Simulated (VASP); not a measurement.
# Au (Fm-3m) in VASP: notebook

Runs on Au. Level: LDA. Tasks: single point, relaxation of cell and atoms.

Program: VASP 6.6.1. These are calculated values, not measurements. Logs are shortened: lines on timing, memory, paths and dates and some standing lists are left out, and cuts for length are marked.

## Step 1: The cell of the first run

The structure is cubic, space group Fm-3m (No. 225). Conventional cell: a = 4.058 Å, b = 4.058 Å, c = 4.058 Å, α = 90.00°, β = 90.00°, γ = 90.00°. Au (site symmetry m-3m) has 12 Au at 2.87 Å within 3.8 Å.

## Step 2: Single point, LDA

Input file INCAR:

```
SYSTEM = Au
ALGO     = Normal         ! electronic algorithm
EDIFF    = 1E-7           ! SCF threshold, eV
ENCUT    = 520            ! plane-wave cutoff, eV
GGA      = CA             ! functional
ISIF     = 2              ! what is computed and relaxed
ISMEAR   = 0              ! smearing method
LASPH    = .True.         ! aspherical terms in the spheres
LCHARG   = .False.        ! write CHGCAR
LREAL    = .False.        ! projectors in reciprocal space
LWAVE    = .False.        ! write WAVECAR
NBANDS   = 12             ! bands
NELM     = 80             ! most SCF steps
PREC     = Accurate       ! precision mode
SIGMA    = 0.1            ! smearing width, eV
```

Input file KPOINTS:

```
k-points
0
Gamma
  8 8 8
  0 0 0
```

Input file POSCAR:

```
Au
1.0
    0.0000000000      2.0287962959      2.0287962959
    2.0287962959      0.0000000000      2.0287962959
    2.0287962959      2.0287962959      0.0000000000
Au
1
Direct
    0.0000000000      0.0000000000      0.0000000000
```

Potentials or basis: VASP PAW LDA potentials, release 64 (Au).

Started as:

```sh
cat potpaw_LDA.64/Au/POTCAR > POTCAR
mpirun -np 1 vasp_std > vasp.out
```

OUTCAR:

```text
SYSTEM = Au
   EDIFF = 1E-7
   ENCUT = 520
   GGA = CA
   ISIF = 2
   ISMEAR = 0
   LASPH = .True.
   LREAL = .False.
   NELM = 80
   PREC = Accurate

 ion  position               nearest neighbor table
   1  0.000  0.000  0.000-

  LATTYP: Found a face centered cubic cell.
 ALAT       =     4.0575925918

  Lattice vectors:

 A1 = (   0.0000000000,   2.0287962959,   2.0287962959)
 A2 = (   2.0287962959,   0.0000000000,   2.0287962959)
 A3 = (   2.0287962959,   2.0287962959,   0.0000000000)

Analysis of symmetry for initial positions (statically):
=====================================================================
 Subroutine PRICEL returns:
 Original cell was already a primitive cell.

 Routine SETGRP: Setting up the symmetry group for a
 face centered cubic supercell.

 Subroutine GETGRP returns: Found 48 space group operations
 (whereof 48 operations were pure point group operations)
 out of a pool of 48 trial point group operations.

The static configuration has the point symmetry O_h .

Analysis of symmetry for dynamics (positions and initial velocities):
=====================================================================
 Subroutine PRICEL returns:
 Original cell was already a primitive cell.

 Routine SETGRP: Setting up the symmetry group for a
 face centered cubic supercell.

 Subroutine GETGRP returns: Found 48 space group operations
 (whereof 48 operations were pure point group operations)
 out of a pool of 48 trial point group operations.

The dynamic configuration has the point symmetry O_h .

 Subroutine INISYM returns: Found 48 space group operations
 (whereof 48 operations are pure point group operations),
 and found     1 'primitive' translations

----------------------------------------------------------------------------------------

                                     Primitive cell

  volume of cell :      16.7011

  direct lattice vectors                    reciprocal lattice vectors
     0.000000000  2.028796296  2.028796296    -0.246451554  0.246451554  0.246451554
     2.028796296  0.000000000  2.028796296     0.246451554 -0.246451554  0.246451554
     2.028796296  2.028796296  0.000000000     0.246451554  0.246451554 -0.246451554

  length of vectors
     2.869151237  2.869151237  2.869151237     0.426866613  0.426866613  0.426866613

  position of ions in fractional coordinates (direct lattice)
     0.000000000  0.000000000  0.000000000

  ion indices of the primitive-cell ions
   primitive index   ion index
                 1           1

----------------------------------------------------------------------------------------

 KPOINTS: k-points

Automatic generation of k-mesh.
 Grid dimensions read from file:
 generate k-points for:    8    8    8

 Generating k-lattice:

  Cartesian coordinates                     Fractional coordinates (reciprocal lattice)
    -0.030806444  0.030806444  0.030806444     0.125000000  0.000000000  0.000000000
     0.030806444 -0.030806444  0.030806444     0.000000000  0.125000000  0.000000000
     0.030806444  0.030806444 -0.030806444     0.000000000  0.000000000  0.125000000

  Length of vectors
     0.053358327  0.053358327  0.053358327

  Shift w.r.t. Gamma in fractional coordinates (k-lattice)
     0.000000000  0.000000000  0.000000000

 Subroutine IBZKPT returns following result:
 ===========================================

 Found     29 irreducible k-points:

 Following reciprocal coordinates:
            Coordinates               Weight
  0.000000  0.000000  0.000000      1.000000
  0.125000  0.000000  0.000000      8.000000
  0.250000  0.000000  0.000000      8.000000
  0.375000  0.000000  0.000000      8.000000
  0.500000  0.000000  0.000000      4.000000
  0.125000  0.125000  0.000000      6.000000
[... 16 lines left out ...]
  0.500000  0.250000  0.125000     48.000000
 -0.375000  0.250000  0.125000     24.000000
 [... further k-points ...]
   k-points           NKPTS =     29   k-points in BZ     NKDIM =     29   number of bands    NBANDS=     12
   number of dos      NEDOS =    301   number of ions     NIONS =      1
   total plane-waves  NPLWV =  13824
   dimension x,y,z NGX =    24 NGY =   24 NGZ =   24
   dimension x,y,z NGXF=    48 NGYF=   48 NGZF=   48
   ions per type =               1
   NGX,Y,Z   is equivalent  to a cutoff of  13.91, 13.91, 13.91 a.u.
   NGXF,Y,Z  is equivalent  to a cutoff of  27.81, 27.81, 27.81 a.u.
 SYSTEM =  Au
   PREC   = accura    normal or accurate (medium, high low for compatibility)
   ISTART =      0    job   : 0-new  1-cont  2-samecut
   ICHARG =      2    charge: 1-file 2-atom 10-const
   ISPIN  =      1    spin polarized calculation?
   LNONCOLLINEAR =      F non collinear calculations
   LSORBIT =      F    spin-orbit coupling
   LASPH  =      T    aspherical Exc in radial PAW
   ENCUT  =  520.0 eV  38.22 Ry    6.18 a.u.   5.33  5.33  5.33*2*pi/ulx,y,z
   NELM   =     80;   NELMIN=  2; NELMDL= -5     # of ELM steps
   EDIFF  = 0.1E-06   stopping-criterion for ELM
   LREAL  =      F    real-space projection
   EDIFFG = 0.1E-05   stopping-criterion for IOM
   NSW    =      0    number of steps for IOM
   IBRION =     -1    ionic relax: 0-MD 1-quasi-New 2-CG
   NFREE  =      0    steps in history (QN), initial steepest desc. (CG)
   ISIF   =      2    stress and relaxation
   ISYM   =      2    0-nonsym 1-usesym 2-fastsym
   POTIM  = 0.5000    time-step for ionic-motion
   TEBEG  =    0.0;   TEEND  =   0.0 temperature during run
   PSTRESS=    0.0 pullay stress
   NELECT =      11.0000    total number of electrons
   NUPDOWN=      -1.0000    fix difference up-down
   EMIN   =  10.00;   EMAX   =-10.00  energy-range for DOS
   EFERMI =   0.00;   METHOD = LEGACY
   ISMEAR =     0;   SIGMA  =   0.10  broadening in eV -4-tet -1-fermi 0-gaus
   EFERMI_NEDOS =   21; number of points for ismear=-14 and -15
   IALGO  =     38    algorithm
   IMIX   =      4    mixing-type and parameters
     AMIX     =   0.40;   BMIX     =  1.00
     AMIX_MAG =   1.60;   BMIX_MAG =  1.00
  volume/ion in A,a.u.               =      16.70       112.70
  Fermi-wavevector in a.u.,A,eV,Ry     =   1.424374  2.691676 27.604051  2.028840
  Thomas-Fermi vector in A             =   2.544872
   LORBIT       =      0    0 simple, 1 ext, 2 COOP (PROOUT), +10 PAW based schemes
   GGA     = CA    functional components
   LHFCALC =     F    Hartree Fock is set to
   AEXX    =    0.0000 exact exchange contribution
   IVDW    =     0    specifies the selected vdW correction
   LEPSILON=     F    determine dielectric tensor
   LRPA    =     F    only Hartree local field effects (RPA)
 non-spin polarized calculation
 Gauss-broadening in eV      SIGMA  =   0.10
  energy-cutoff  :      520.00
  volume of cell :       16.70
 maximum number of plane-waves:       464
 NGX is ok and might be reduce to    24
   NGX = 11   NGY = 11   NGZ = 11

 number of electron      10.9999999 magnetization

 Free energy of the ion-electron system (eV)
  ---------------------------------------------------
  ext. energy  EPLUGINS =         0.00000000
  ---------------------------------------------------
  free energy    TOTEN  =        -4.40473995 eV

  energy without entropy =       -4.40157296  energy(sigma->0) =       -4.40315645

 E-fermi :   9.5853     XC(G=0): -13.0988

 val. band max:        9.5113677243   @ k =   0.5000   0.2500   0.1250
 cond. band min:       9.7686028178   @ k =   0.5000   0.3750   0.1250
 fundamental gap:      0.2572350934
 Fermi energy:         9.5852834502

 k-point     1 :       0.0000    0.0000    0.0000
  band No.  band energies     occupation
      1      -0.4990      2.00000
      2       4.8179      2.00000
      3       4.8179      2.00000
      4       4.8179      2.00000
      5       6.4138      2.00000
      6       6.4138      2.00000
      7      24.0857      0.00000
      8      28.1587      0.00000
      9      28.1587      0.00000
     10      28.1587      0.00000
     11      33.2518      0.00000
     12      38.0605      0.00000

 k-point     2 :       0.1250    0.0000    0.0000
  band No.  band energies     occupation
      1       0.0425      2.00000
      2       4.6576      2.00000
      3       4.9889      2.00000
      4       4.9889      2.00000
      5       6.3512      2.00000
      6       6.3512      2.00000
      7      24.6032      0.00000
      8      25.6192      0.00000
      9      28.8135      0.00000
     10      28.8135      0.00000
     11      33.2647      0.00000
     12      35.5857      0.00000

 k-point     3 :       0.2500    0.0000    0.0000
  band No.  band energies     occupation
      1       1.3327      2.00000
      2       4.6679      2.00000
      3       5.1109      2.00000
      4       5.1109      2.00000
      5       6.5795      2.00000
      6       6.5795      2.00000
      7      20.9088      0.00000
      8      25.2172      0.00000
      9      29.7473      0.00000
     10      29.7473      0.00000
     11      31.4818      0.00000
     12      32.7530      0.00000
[... 286 lines left out ...]
 k-point    23 :       0.5000    0.2500    0.1250
  band No.  band energies     occupation
      1       3.1414      2.00000
      2       4.3081      2.00000
      3       4.5084      2.00000
      4       5.9017      2.00000
      5       7.1418      2.00000
      6       9.5114      1.70413
      7      16.7050      0.00000
      8      21.6771      0.00000
      9      24.0590      0.00000
     10      28.2221      0.00000
     11      32.1974      0.00000
     12      36.0579      0.00000

 k-point    24 :      -0.3750    0.2500    0.1250
  band No.  band energies     occupation
      1       3.1427      2.00000
      2       4.1209      2.00000
      3       5.2577      2.00000
      4       5.6899      2.00000
      5       7.5150      2.00000
      6      12.2744      0.00000
      7      12.7576      0.00000
      8      21.9228      0.00000
      9      22.8568      0.00000
     10      27.3406      0.00000
     11      33.6776      0.00000
     12      36.6346      0.00000

 [... further k-points ...]

------------------------ aborting loop because EDIFF is reached ----------------------------------------

  FORCE on cell =-STRESS in cart. coord.  units (eV):
  Direction    XX          YY          ZZ          XY          YZ          ZX
  --------------------------------------------------------------------------------------
  -------------------------------------------------------------------------------------
  Total        0.0146241      0.0146241      0.0146241      0.0000000      0.0000000     -0.0000000
  in kB        1.4029238      1.4029238      1.4029238      0.0000000      0.0000000     -0.0000000
  external PRESSURE =       1.4029238 kB  Pullay stress =       0.0000000 kB

 VOLUME and BASIS-vectors are now :
 -----------------------------------------------------------------------------
  energy-cutoff  :      520.00
  volume of cell :       16.70
      direct lattice vectors                 reciprocal lattice vectors
     0.000000000  2.028796296  2.028796296    -0.246451554  0.246451554  0.246451554
     2.028796296  0.000000000  2.028796296     0.246451554 -0.246451554  0.246451554
     2.028796296  2.028796296  0.000000000     0.246451554  0.246451554 -0.246451554

 POSITION                                       TOTAL-FORCE (eV/Angst)
 -----------------------------------------------------------------------------------
      0.00000      0.00000      0.00000         0.000000      0.000000      0.000000
 -----------------------------------------------------------------------------------
    total drift:                                0.000000     -0.000000     -0.000000

  FREE ENERGIE OF THE ION-ELECTRON SYSTEM (eV)
  ---------------------------------------------------
  free  energy   TOTEN  =        -4.4047399486 eV

  energy  without entropy=       -4.4015729556  energy(sigma->0) =       -4.40315645
```

Wall time 11 s (1 thread of AMD EPYC 7R43 (Zen 3), shared host); peak memory 0.1 GiB.

Results:

```yaml
Free_energy: -4.4047 eV
Pressure: 0.1 GPa
```

Caveat: spin-orbit coupling is left out, which moves the levels of the heavy elements.

## Step 3: Relaxation of cell and atoms, LDA

This run uses another cell than the first one, of 18.14 Å³/atom, 1.086 times its volume.

Input file INCAR:

```
  ALGO = Fast
  EDIFF = 1E-6
  EDIFFG = -0.05
  ENCUT = 600
  GGA = CA
  IBRION = 2
  ISIF = 3
  ISMEAR = 0
  LASPH = T
  LCHARG = F
  LREAL = F
  LWAVE = F
  NELM = 80
  NSW = 100
  PREC = Accurate
  SIGMA = 0.1
```

Input file KPOINTS:

```
k-points
0
Gamma
  8 8 8
```

Input file POSCAR:

```
Au
1.0
    0.0000000000      2.0856442700      2.0856442700
    2.0856442700      0.0000000000      2.0856442700
    2.0856442700      2.0856442700      0.0000000000
Au
1
Direct
    0.0000000000      0.0000000000      0.0000000000
```

Potentials or basis: VASP PAW LDA potentials, release 64 (Au).

Started as:

```sh
cat potpaw_LDA.64/Au/POTCAR > POTCAR
mpirun -np 1 vasp_std > vasp.out
```

Wall time 22 s (1 thread of AMD EPYC 7R43 (Zen 3), shared host); peak memory 0.11 GiB.

It converged, with:

```
Free energy                            : -4.4048 eV
Relaxed volume                         : 16.73 Å³/atom
Relaxed cell                           : a = 2.871 Å, b = 2.871 Å, c = 2.871 Å, α = 60.00°, β = 60.00°, γ = 60.00°
Space group after relaxing (to 0.05 Å) : Fm-3m (No. 225)
Energy gained by relaxing              : 60.1 meV/atom
Ionic steps                            : 4
Pressure after relaxing                : 0.0 GPa
```

Step by step:
| step | energy change (eV) | largest force (eV/Å) | pressure (GPa) | volume (Å³) |
| --- | --- | --- | --- | --- |
| 1 | 0.0000 | 0.0000 | -12.32 | 18.14 |
| 2 | 0.1296 | 0.0000 | 34.86 | 14.72 |
| 3 | -0.0600 | 0.0000 | -0.66 | 16.77 |
| 4 | -0.0601 | 0.0000 | -0.03 | 16.73 |

Final structure:
```cif
data_structure
_symmetry_space_group_name_H-M 'P 1'
_symmetry_Int_Tables_number 1
_cell_length_a 2.8706
_cell_length_b 2.8706
_cell_length_c 2.8706
_cell_angle_alpha 60.000
_cell_angle_beta 60.000
_cell_angle_gamma 60.000
_cell_volume 16.73
loop_
_atom_site_label
_atom_site_type_symbol
_atom_site_fract_x
_atom_site_fract_y
_atom_site_fract_z
_atom_site_occupancy
Au1 Au 0.00000 0.00000 0.00000 1
```

Levels at points of the mesh, in eV from the Fermi level:
| k point | band 4 | band 5 | band 6 | band 7 | band 8 | band 9 |
| --- | --- | --- | --- | --- | --- | --- |
| (0.00, 0.00, 0.00) | -4.76 | -3.17 | -3.17 | 14.50 | 18.57 | 18.57 |
| (0.50, 0.00, 0.00) | -1.92 | -1.92 | -1.05 | 3.20 | 13.96 | 17.21 |
| (0.50, 0.50, 0.00) | -1.59 | -1.59 | 0.96 | 5.95 | 10.02 | 10.02 |

Caveat: spin-orbit coupling is left out, which moves the levels of the heavy elements.

## Step 4: Single point, LDA

This run uses another cell than the first one, of 16.59 Å³/atom, 0.993 times its volume.

Input file INCAR:

```
ALGO = Normal ; EDIFF = 1E-6
ENCUT = 520 ; ISIF = 2
ISMEAR = 0 ; LASPH = T
LCHARG = F ; LREAL = F
LWAVE = F ; NBANDS = 12
NELM = 80 ; PREC = Accurate
SIGMA = 0.1
```

Input file KPOINTS:

```
k-points
0
Gamma
  18 18 18
```

Input file POSCAR:

```
Au
1.0
    0.0000000000      2.0243168659      2.0243168659
    2.0243168659      0.0000000000      2.0243168659
    2.0243168659      2.0243168659      0.0000000000
Au
1
Direct
    0.0000000000      0.0000000000      0.0000000000
```

Started as:

```sh
cat potpaw_LDA.64/Au/POTCAR > POTCAR
mpirun -np 1 vasp_std > vasp.out
```

Run time: 41 s. Hardware: 1 thread of AMD EPYC 7R43 (Zen 3), shared host; peak memory 0.13 GiB.

It converged, with:

* Free energy: -4.4461 eV
* Pressure: 0.5 GPa

Levels at points of the mesh, in eV from the Fermi level:
| k point | band 2 | band 3 | band 4 | band 5 | band 6 | band 7 | band 8 | band 9 | band 10 | band 11 |
| --- | --- | --- | --- | --- | --- | --- | --- | --- | --- | --- |
| (0.00, 0.00, 0.00) | -4.84 | -4.84 | -4.84 | -3.22 | -3.22 | 14.47 | 18.58 | 18.58 | 18.58 | 23.69 |
| (0.50, 0.00, 0.00) | -4.87 | -4.87 | -1.96 | -1.96 | -1.11 | 3.22 | 13.93 | 17.24 | 17.24 | 25.36 |
| (0.50, 0.50, 0.00) | -7.00 | -2.00 | -1.62 | -1.62 | 0.91 | 5.99 | 10.02 | 10.02 | 17.57 | 20.26 |

Caveat: spin-orbit coupling is left out, which moves the levels of the heavy elements.

(Part 1 of 2 ends here.)
